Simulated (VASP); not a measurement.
A run of VASP 6.6.1 is set up as follows.

INCAR

```
SYSTEM = TaN
ALGO = Normal ; EDIFF = 1E-6
ENCUT = 520 ; GGA = CA
ISIF = 2 ; ISMEAR = 0
LASPH = .TRUE. ; LCHARG = .TRUE.
LELF = .TRUE. ; LREAL = .FALSE.
LVHAR = .TRUE. ; LWAVE = .FALSE.
NBANDS = 15 ; NELM = 100
PREC = Accurate ; SIGMA = 0.1
```

KPOINTS

```
k-points
0
G
  8 8 8
  0 0 0
```

File POSCAR:

```
TaN
1.0
    0.0000000000      2.1790000000      2.1790000000
    2.1790000000      0.0000000000      2.1790000000
    2.1790000000      2.1790000000      0.0000000000
Ta N
1 1
Direct
    0.5000000000      0.5000000000      0.5000000000
    0.0000000000      0.0000000000      0.0000000000
```

Potentials or basis: VASP PAW LDA potentials, release 64 (Ta_pv, N).

The run is started by

```bash
$ cat potpaw_LDA.64/Ta_pv/POTCAR potpaw_LDA.64/N/POTCAR > POTCAR
$ mpirun -np 1 vasp_std > vasp.out
```

(1) What does it give for the pressure?

(2) Estimate the band gap on the k mesh.

Answers

(1) -0.3 GPa.

(2) zero (band 8 reaches 11.68 eV, above the bottom of band 9 at 7.51 eV).

Caveat: spin-orbit coupling is left out, which moves the levels of the heavy elements.
